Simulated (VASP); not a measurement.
Input of a VASP 6.6.1 run:

Contents of INCAR:

```
SYSTEM = Fe
PREC = Accurate
ENCUT = 690
EDIFF = 1E-6
ISMEAR = -1
SIGMA = 0.1
LREAL = .False.
LASPH = .True.
NELM = 200
ALGO = Normal
ISIF = 2
LWAVE = .False.
LCHARG = .False.
ISPIN = 2
MAGMOM = 4
LORBIT = 11
LMAXMIX = 4
GGA = PE
NBANDS = 18
GGA_COMPAT = .False.
```

File KPOINTS:

```
Automatic mesh
0
Gamma
  14 14 14
  0 0 0
```

POSCAR

```
Fe
1.0
    0.0000000000      1.7720000000      1.7720000000
    1.7720000000      0.0000000000      1.7720000000
    1.7720000000      1.7720000000      0.0000000000
Fe
1
Direct
    0.0000000000      0.0000000000      0.0000000000
```

Potentials or basis: VASP PAW PBE potentials, release 64 (Fe_sv).

Launch:

```bash
$ cat potpaw_PBE.64/Fe_sv/POTCAR > POTCAR
$ mpirun -np 1 vasp_std > vasp.out
```

Question: Estimate the pressure.

Answer: -10.3 GPa.

Question: Estimate the site moments.

Answer: Fe +1.25 μB.

Question: Estimate the net moment.

Answer: 1.25 μB per cell.

Caveat: the cell stands under tension.
